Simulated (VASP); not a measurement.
# Mn (P6/mmm) in VASP: further runs

Runs on Mn. Level: LDA. Tasks: single point.

Everything below comes from runs of VASP 6.6.1. Logs are shortened: lines on timing, memory, paths and dates and some standing lists are left out, and cuts for length are marked.

## Step 1: The cell of the first run

It takes space group P6/mmm (No. 191, hexagonal). The conventional cell has a = 3.818 Å, b = 3.818 Å, c = 2.402 Å, α = 90.00°, β = 90.00°, γ = 120.00°. Mn (site symmetry 6/mmm) has 14 Mn at 2.40 to 2.51 Å within 3.2 Å. Mn (site symmetry -6m2) has 11 Mn at 2.20 to 2.51 Å within 2.9 Å.

This isn't the form of Mn at room conditions, which is a 58-atom cubic cell.

## Step 2: Single point, LDA

INCAR

```
PREC     = Accurate       # precision mode
ENCUT    = 520            # plane-wave cutoff, eV
EDIFF    = 1E-7           # SCF threshold, eV
ISMEAR   = -1             # smearing method
SIGMA    = 0.1            # smearing width, eV
LREAL    = False          # projectors in reciprocal space
LASPH    = True           # aspherical terms in the spheres
NELM     = 100            # most SCF steps
ALGO     = Normal         # electronic algorithm
ISIF     = 2              # what is computed and relaxed
LWAVE    = False          # write WAVECAR
LCHARG   = False          # write CHGCAR
NBANDS   = 26             # bands
```

KPOINTS

```
regular mesh
0
Gamma
  9 9 13
```

POSCAR

```
Mn
1.0
    3.8183517261      0.0000000000      0.0000000000
   -1.9091758630      3.3067895954      0.0000000000
    0.0000000000      0.0000000000      2.4024539521
Mn
3
Direct
    1.0000000000      1.0000000000      0.0000000000
    0.3333333333      0.6666666667      0.5000000000
    0.6666666667      0.3333333333      0.5000000000
```

Potentials or basis: VASP PAW LDA potentials, release 64 (Mn_pv).

On the command line:

```console
$ cat potpaw_LDA.64/Mn_pv/POTCAR > POTCAR
$ mpirun -np 1 vasp_std > vasp.out
```

OUTCAR:

```text
PREC = Accurate
   ENCUT = 520
   EDIFF = 1E-7
   ISMEAR = -1
   LREAL = False
   LASPH = True
   NELM = 100
   ISIF = 2

 ion  position               nearest neighbor table
   1  0.000  0.000  0.000-   2 2.51   3 2.51   2 2.51   3 2.51   2 2.51   2 2.51   3 2.51   3 2.51
                             3 2.51   3 2.51   2 2.51   2 2.51
   2  0.333  0.667  0.500-   3 2.20   3 2.20   3 2.20   1 2.51   1 2.51   1 2.51   1 2.51   1 2.51
                             1 2.51
   3  0.667  0.333  0.500-   2 2.20   2 2.20   2 2.20   1 2.51   1 2.51   1 2.51   1 2.51   1 2.51
                             1 2.51

  LATTYP: Found a hexagonal cell.
 ALAT       =     3.8183517261
 C/A-ratio  =     0.6291861317

  Lattice vectors:

 A1 = (   3.8183517261,   0.0000000000,   0.0000000000)
 A2 = (  -1.9091758630,   3.3067895954,   0.0000000000)
 A3 = (   0.0000000000,   0.0000000000,   2.4024539521)

Analysis of symmetry for initial positions (statically):
=====================================================================
 Subroutine PRICEL returns:
 Original cell was already a primitive cell.

 Routine SETGRP: Setting up the symmetry group for a
 hexagonal supercell.

 Subroutine GETGRP returns: Found 24 space group operations
 (whereof 24 operations were pure point group operations)
 out of a pool of 24 trial point group operations.

The static configuration has the point symmetry D_6h.

Analysis of symmetry for dynamics (positions and initial velocities):
=====================================================================
 Subroutine PRICEL returns:
 Original cell was already a primitive cell.

 Routine SETGRP: Setting up the symmetry group for a
 hexagonal supercell.

 Subroutine GETGRP returns: Found 24 space group operations
 (whereof 24 operations were pure point group operations)
 out of a pool of 24 trial point group operations.

The dynamic configuration has the point symmetry D_6h.

 Subroutine INISYM returns: Found 24 space group operations
 (whereof 24 operations are pure point group operations),
 and found     1 'primitive' translations

----------------------------------------------------------------------------------------

                                     Primitive cell

  volume of cell :      30.3346

  direct lattice vectors                    reciprocal lattice vectors
     3.818351726  0.000000000  0.000000000     0.261893108  0.151204056  0.000000000
    -1.909175863  3.306789595  0.000000000     0.000000000  0.302408113  0.000000000
     0.000000000  0.000000000  2.402453952     0.000000000  0.000000000  0.416241068

  length of vectors
     3.818351726  3.818351726  2.402453952     0.302408113  0.302408113  0.416241068

  position of ions in fractional coordinates (direct lattice)
     0.000000000  0.000000000  0.000000000
     0.333333333  0.666666667  0.500000000
     0.666666667  0.333333333  0.500000000

  ion indices of the primitive-cell ions
   primitive index   ion index
                 1           1
                 2           2
                 3           3

----------------------------------------------------------------------------------------

 KPOINTS: regular mesh

Automatic generation of k-mesh.
 Grid dimensions read from file:
 generate k-points for:    9    9   13

 Generating k-lattice:

  Cartesian coordinates                     Fractional coordinates (reciprocal lattice)
     0.029099234  0.016800451  0.000000000     0.111111111 -0.000000000  0.000000000
     0.000000000  0.033600901  0.000000000     0.000000000  0.111111111  0.000000000
     0.000000000  0.000000000  0.032018544     0.000000000  0.000000000  0.076923077

  Length of vectors
     0.033600901  0.033600901  0.032018544

  Shift w.r.t. Gamma in fractional coordinates (k-lattice)
     0.000000000  0.000000000  0.000000000

 Subroutine IBZKPT returns following result:
 ===========================================

 Found     84 irreducible k-points:

 Following reciprocal coordinates:
            Coordinates               Weight
  0.000000  0.000000  0.000000      1.000000
  0.111111  0.000000  0.000000      6.000000
  0.222222  0.000000  0.000000      6.000000
  0.333333  0.000000  0.000000      6.000000
  0.444444  0.000000  0.000000      6.000000
  0.111111  0.111111  0.000000      6.000000
[... 16 lines left out ...]
  0.333333  0.222222  0.076923     24.000000
  0.333333  0.333333  0.076923      4.000000
 [... further k-points ...]
   k-points           NKPTS =     84   k-points in BZ     NKDIM =     84   number of bands    NBANDS=     26
   number of dos      NEDOS =    301   number of ions     NIONS =      3
   total plane-waves  NPLWV =  14112
   dimension x,y,z NGX =    28 NGY =   28 NGZ =   18
   dimension x,y,z NGXF=    56 NGYF=   56 NGZF=   36
   ions per type =               3
   NGX,Y,Z   is equivalent  to a cutoff of  12.19, 12.19, 12.46 a.u.
   NGXF,Y,Z  is equivalent  to a cutoff of  24.38, 24.38, 24.91 a.u.
 SYSTEM =  unknown system
[... 27 lines left out ...]
   IMIX   =      4    mixing-type and parameters
     AMIX     =   0.40;   BMIX     =  1.00
     AMIX_MAG =   1.60;   BMIX_MAG =  1.00
  volume/ion in A,a.u.               =      10.11        68.24
  Fermi-wavevector in a.u.,A,eV,Ry     =   1.780125  3.363949 43.114756  3.168845
  Thomas-Fermi vector in A             =   2.844980
   LORBIT       =      0    0 simple, 1 ext, 2 COOP (PROOUT), +10 PAW based schemes
   GGA     = CA    functional components
   LHFCALC =     F    Hartree Fock is set to
   AEXX    =    0.0000 exact exchange contribution
   IVDW    =     0    specifies the selected vdW correction
   LEPSILON=     F    determine dielectric tensor
   LRPA    =     F    only Hartree local field effects (RPA)
 non-spin polarized calculation
  energy-cutoff  :      520.00
  volume of cell :       30.33
 maximum number of plane-waves:       831
   NGX = 15   NGY = 15   NGZ =  9

 number of electron      39.0000025 magnetization

 Free energy of the ion-electron system (eV)
  ---------------------------------------------------
  ext. energy  EPLUGINS =         0.00000000
  ---------------------------------------------------
  free energy    TOTEN  =       -30.36713933 eV

  energy without entropy =      -30.26066523  energy(sigma->0) =      -30.31390228

 E-fermi :  11.1368     XC(G=0): -14.7305

 val. band max:       11.1367324289   @ k =   0.2222   0.1111   0.2308
 cond. band min:      11.1400511141   @ k =   0.1111   0.0000   0.2308
 fundamental gap:      0.0033186852
 Fermi energy:        11.1367924834

 k-point     1 :       0.0000    0.0000    0.0000
  band No.  band energies     occupation
      1     -36.8050      2.00000
      2     -36.8050      2.00000
      3     -36.4073      2.00000
      4     -36.4073      2.00000
      5     -36.2381      2.00000
      6     -36.0003      2.00000
[... 18 lines left out ...]
     25      13.2503      0.00000
     26      20.5074      0.00000

 k-point     2 :       0.1111    0.0000    0.0000
  band No.  band energies     occupation
      1     -36.8364      2.00000
      2     -36.8107      2.00000
      3     -36.3687      2.00000
      4     -36.3609      2.00000
      5     -36.2294      2.00000
      6     -36.0050      2.00000
[... 18 lines left out ...]
     25      13.2246      0.00000
     26      18.3740      0.00000

 k-point     3 :       0.2222    0.0000    0.0000
  band No.  band energies     occupation
      1     -36.8997      2.00000
      2     -36.7993      2.00000
      3     -36.2836      2.00000
      4     -36.2587      2.00000
      5     -36.2049      2.00000
      6     -36.0210      2.00000
[... 18 lines left out ...]
     25      13.1456      0.00000
     26      16.3013      0.00000

 k-point     4 :       0.3333    0.0000    0.0000
  band No.  band energies     occupation
      1     -36.9568      2.00000
      2     -36.7406      2.00000
      3     -36.1925      2.00000
      4     -36.1893      2.00000
      5     -36.1687      2.00000
      6     -36.1539      2.00000
[... 18 lines left out ...]
     25      13.0084      0.00000
     26      14.5929      0.00000
[... 496 lines left out ...]
      1     -36.9233      2.00000
      2     -36.7429      2.00000
      3     -36.2951      2.00000
      4     -36.1981      2.00000
      5     -36.1381      2.00000
      6     -36.1140      2.00000
[... 18 lines left out ...]
     25      13.0123      0.00000
     26      14.2145      0.00000

 k-point    23 :       0.3333    0.2222    0.0769
  band No.  band energies     occupation
      1     -36.9282      2.00000
      2     -36.6617      2.00000
      3     -36.4457      2.00000
      4     -36.1621      2.00000
      5     -36.1224      2.00000
      6     -36.0760      2.00000
[... 18 lines left out ...]
     25      13.0364      0.00000
     26      13.2295      0.00000

 k-point    24 :       0.3333    0.3333    0.0769
  band No.  band energies     occupation
      1     -36.9123      2.00000
      2     -36.5769      2.00000
      3     -36.5769      2.00000
      4     -36.1376      2.00000
      5     -36.1376      2.00000
      6     -36.0588      2.00000
[... 18 lines left out ...]
     25      13.0768      0.00000
     26      13.0768      0.00000

 [... further k-points ...]
[... 5 lines left out ...]
  --------------------------------------------------------------------------------------
  -------------------------------------------------------------------------------------
  Total        0.1395417      0.1395417      0.0837714      0.0000000      0.0000000     -0.0000000
  in kB        7.3701623      7.3701623      4.4245450      0.0000000      0.0000000     -0.0000000
  external PRESSURE =       6.3882899 kB  Pullay stress =       0.0000000 kB

 VOLUME and BASIS-vectors are now :
 -----------------------------------------------------------------------------
  energy-cutoff  :      520.00
  volume of cell :       30.33
      direct lattice vectors                 reciprocal lattice vectors
     3.818351726  0.000000000  0.000000000     0.261893108  0.151204056  0.000000000
    -1.909175863  3.306789595  0.000000000     0.000000000  0.302408113  0.000000000
     0.000000000  0.000000000  2.402453952     0.000000000  0.000000000  0.416241068

 POSITION                                       TOTAL-FORCE (eV/Angst)
 -----------------------------------------------------------------------------------
      0.00000      0.00000      0.00000        -0.000000      0.000000      0.000000
     -0.00000      2.20453      1.20123         0.000000     -0.000000      0.000000
      1.90918      1.10226      1.20123        -0.000000      0.000000      0.000000
 -----------------------------------------------------------------------------------
    total drift:                               -0.000000      0.000000     -0.000000

  FREE ENERGIE OF THE ION-ELECTRON SYSTEM (eV)
  ---------------------------------------------------
  free  energy   TOTEN  =       -30.3671393324 eV

  energy  without entropy=      -30.2606652282  energy(sigma->0) =      -30.31390228
```

It took 28 s on 1 thread of Intel Xeon 6975P-C (Granite Rapids), shared host; peak memory 0.16 GiB.

What came out:

```yaml
Free_energy: -30.3671 eV
Pressure: 0.6 GPa
Band_gap_on_the_k_mesh: zero (an odd number of electrons rules out a gap without spin polarisation)
```

Levels at points of the mesh, in eV from the Fermi level:
```
           k point  band 17  band 18  band 19  band 20  band 21  band 22  band 23  band 24
(0.00, 0.00, 0.00)    -1.21    -0.61    -0.61    -0.16    -0.16    -0.04    -0.04     2.11
```

Caveat: the run has no spin polarisation, though such a crystal can be magnetic.

## Step 3: Single point, LDA (8.90 Å³/atom)

This run uses another cell than the first one, of 8.90 Å³/atom.

INCAR: that of step 2 with these lines changed.

```diff
@@ -7,3 +7,3 @@
 LASPH    = True           # aspherical terms in the spheres
-NELM     = 100            # most SCF steps
+NELM     = 80             # most SCF steps
 ALGO     = Normal         # electronic algorithm
```

KPOINTS

```
Automatic mesh
0
Gamma
  11 11 15
```

POSCAR

```
Mn
1.0
    3.6590652564      0.0000000000      0.0000000000
   -1.8295326282      3.1688434661      0.0000000000
    0.0000000000      0.0000000000      2.3022331144
Mn
3
Direct
    1.0000000000      1.0000000000      0.0000000000
    0.3333333333      0.6666666667      0.5000000000
    0.6666666667      0.3333333333      0.5000000000
```

Potentials or basis: VASP PAW LDA potentials, release 64 (Mn_pv).

On the command line:

```console
$ cat potpaw_LDA.64/Mn_pv/POTCAR > POTCAR
$ mpirun -np 1 vasp_std > vasp.out
```

Run time: 34 s. Hardware: 1 thread of Intel Xeon 6975P-C (Granite Rapids), shared host; peak memory 0.17 GiB.

Results (log left out):

```yaml
Free_energy: -29.7954 eV
Pressure: 56.0 GPa
Band_gap_on_the_k_mesh: zero (an odd number of electrons rules out a gap without spin polarisation)
```

Stress tensor (GPa, compression positive):
```
57.63  0.00  0.00
 0.00 57.63  0.00
 0.00  0.00 52.74
```

Levels at points of the mesh, in eV from the Fermi level:
```csv
k point,band 15,band 16,band 17,band 18,band 19,band 20,band 21,band 22,band 23,band 24
"(0.00, 0.00, 0.00)",-2.67,-2.13,-1.46,-0.77,-0.77,-0.23,-0.23,-0.08,-0.08,2.54
```

Caveat: the cell stands under pressure; the run has no spin polarisation, though such a crystal can be magnetic.

## Step 4: Single point, LDA (9.30 Å³/atom)

This run uses another cell than the first one, of 9.30 Å³/atom.

INCAR

```
SYSTEM = Mn
  PREC = Accurate
  ENCUT = 520
  EDIFF = 1E-6
  ISMEAR = -1
  SIGMA = 0.1
  LREAL = .FALSE.
  LASPH = .TRUE.
  NELM = 80
  ALGO = Normal
  ISIF = 2
  LWAVE = .FALSE.
  LCHARG = .TRUE.
  GGA = CA
  LELF = .TRUE.
  LVHAR = .TRUE.
  NBANDS = 26
```

KPOINTS

```
Automatic mesh
0
G
  11 11 15
  0 0 0
```

POSCAR

```
Mn
1.0
    3.7136862234      0.0000000000      0.0000000000
   -1.8568431117      3.2161466112      0.0000000000
    0.0000000000      0.0000000000      2.3365998693
Mn
3
Direct
    1.0000000000      1.0000000000      0.0000000000
    0.3333333333      0.6666666667      0.5000000000
    0.6666666667      0.3333333333      0.5000000000
```

On the command line:

```console
$ cat potpaw_LDA.64/Mn_pv/POTCAR > POTCAR
$ mpirun -np 1 vasp_std > vasp.out
```

It took 35 s on 1 thread of Intel Xeon 6975P-C (Granite Rapids), shared host; peak memory 0.17 GiB.

Results (log left out):

```
Free energy            : -30.1314 eV
Pressure               : 33.4 GPa
Band gap on the k mesh : zero (an odd number of electrons rules out a gap without spin polarisation)
```

Stress tensor (GPa, compression positive):
```
34.42  0.00  0.00
 0.00 34.42  0.00
 0.00  0.00 31.32
```

Levels at points of the mesh, in eV from the Fermi level:
```
           k point  band 17  band 18  band 19  band 20  band 21  band 22
(0.00, 0.00, 0.00)    -1.37    -0.71    -0.71    -0.20    -0.20    -0.06
```

Caveat: the cell stands under pressure; the run has no spin polarisation, though such a crystal can be magnetic.

## Step 5: Single point, LDA (9.71 Å³/atom)

This run uses another cell than the first one, of 9.71 Å³/atom.

INCAR

```
SYSTEM = Mn
ALGO = Normal ; EDIFF = 1E-6
ENCUT = 520 ; ISIF = 2
ISMEAR = -1 ; LASPH = .True.
LCHARG = .False. ; LREAL = .False.
LWAVE = .False. ; NBANDS = 26
NELM = 80 ; PREC = Accurate
SIGMA = 0.1
```

KPOINTS

```
k-points
0
Gamma
  11 11 15
  0 0 0
```

POSCAR

```
Mn
1.0
    3.7667460524      0.0000000000      0.0000000000
   -1.8833730262      3.2620977710      0.0000000000
    0.0000000000      0.0000000000      2.3699843779
Mn
3
Direct
    1.0000000000      1.0000000000      0.0000000000
    0.3333333333      0.6666666667      0.5000000000
    0.6666666667      0.3333333333      0.5000000000
```

On the command line:

```console
$ cat potpaw_LDA.64/Mn_pv/POTCAR > POTCAR
$ mpirun -np 1 vasp_std > vasp.out
```

It took 35 s on 1 thread of Intel Xeon 6975P-C (Granite Rapids), shared host; peak memory 0.17 GiB.

Results (log left out):

```
Free energy            : -30.3134 eV
Pressure               : 15.3 GPa
Band gap on the k mesh : zero (an odd number of electrons rules out a gap without spin polarisation)
```

Stress tensor (GPa, compression positive):
```
15.79  0.00  0.00
 0.00 15.79  0.00
 0.00  0.00 14.17
```

Levels at points of the mesh, in eV from the Fermi level:
```
           k point  band 18  band 19  band 20  band 21  band 22  band 23
(0.00, 0.00, 0.00)    -0.66    -0.66    -0.18    -0.18    -0.05    -0.05
```

Caveat: the cell stands under pressure; the run has no spin polarisation, though such a crystal can be magnetic. Spin polarisation is off, so any magnetic state and its effect on volume and gap are missing.

## Step 6: Single point, LDA (10.11 Å³/atom)

INCAR

```
PREC = Accurate
ENCUT = 520
EDIFF = 1E-7
ISMEAR = -1
SIGMA = 0.1
LREAL = F
LASPH = T
NELM = 80
ALGO = Normal
ISIF = 2
LWAVE = F
LCHARG = F
NBANDS = 26
```

KPOINTS

```
Automatic mesh
0
Gamma
  11 11 15
```

POSCAR

```
Mn
1.0
    3.8183517261      0.0000000000      0.0000000000
   -1.9091758630      3.3067895954      0.0000000000
    0.0000000000      0.0000000000      2.4024539521
Mn
3
Direct
    1.0000000000      1.0000000000      0.0000000000
    0.3333333333      0.6666666667      0.5000000000
    0.6666666667      0.3333333333      0.5000000000
```

Potentials or basis: VASP PAW LDA potentials, release 64 (Mn_pv).

On the command line:

```console
$ cat potpaw_LDA.64/Mn_pv/POTCAR > POTCAR
$ mpirun -np 1 vasp_std > vasp.out
```

Run time: 37 s. Hardware: 1 thread of Intel Xeon 6975P-C (Granite Rapids), shared host; peak memory 0.18 GiB.

The run converged. Its results:

| Item | Value |
| --- | --- |
| Free energy | -30.3717 eV |
| Pressure | 0.6 GPa |
| Band gap on the k mesh | zero (an odd number of electrons rules out a gap without spin polarisation) |

Stress tensor (GPa, compression positive):
```
0.71 0.00 0.00
0.00 0.71 0.00
0.00 0.00 0.29
```

Levels at points of the mesh, in eV from the Fermi level:
| k point | band 16 | band 17 | band 18 | band 19 | band 20 | band 21 | band 22 | band 23 | band 24 | band 25 |
| --- | --- | --- | --- | --- | --- | --- | --- | --- | --- | --- |
| (0.00, 0.00, 0.00) | -1.82 | -1.22 | -0.61 | -0.61 | -0.16 | -0.16 | -0.04 | -0.04 | 2.11 | 2.11 |

Caveat: the run has no spin polarisation, though such a crystal can be magnetic. Spin polarisation is off, so any magnetic state and its effect on volume and gap are missing.

## Step 7: The runs side by side

| cell | k mesh | gap on the mesh (eV) | pressure (GPa) |
| --- | --- | --- | --- |
| a = 3.818, b = 3.818, c = 2.402 Å, angles 90.0, 90.0, 120.0°, 3 atoms | 9 × 9 × 13 | none | 0.6 |
| a = 3.659, b = 3.659, c = 2.302 Å, angles 90.0, 90.0, 120.0°, 3 atoms | 11 × 11 × 15 | none | 56.0 |
| a = 3.714, b = 3.714, c = 2.337 Å, angles 90.0, 90.0, 120.0°, 3 atoms | 11 × 11 × 15 | none | 33.4 |
| a = 3.767, b = 3.767, c = 2.370 Å, angles 90.0, 90.0, 120.0°, 3 atoms | 11 × 11 × 15 | none | 15.3 |
| a = 3.818, b = 3.818, c = 2.402 Å, angles 90.0, 90.0, 120.0°, 3 atoms | 11 × 11 × 15 | none | 0.6 |

Alike in all rows: task single point; level LDA; potentials or basis VASP PAW LDA potentials, release 64 (Mn_pv); no spin polarisation; cutoff (eV) 520; smearing fermi-dirac 0.1 eV.

Caveats: the run has no spin polarisation, though such a crystal can be magnetic; the cell stands under pressure (at least some runs).

Total energies depend on the potentials used, so only differences within one code and one set of settings carry meaning.
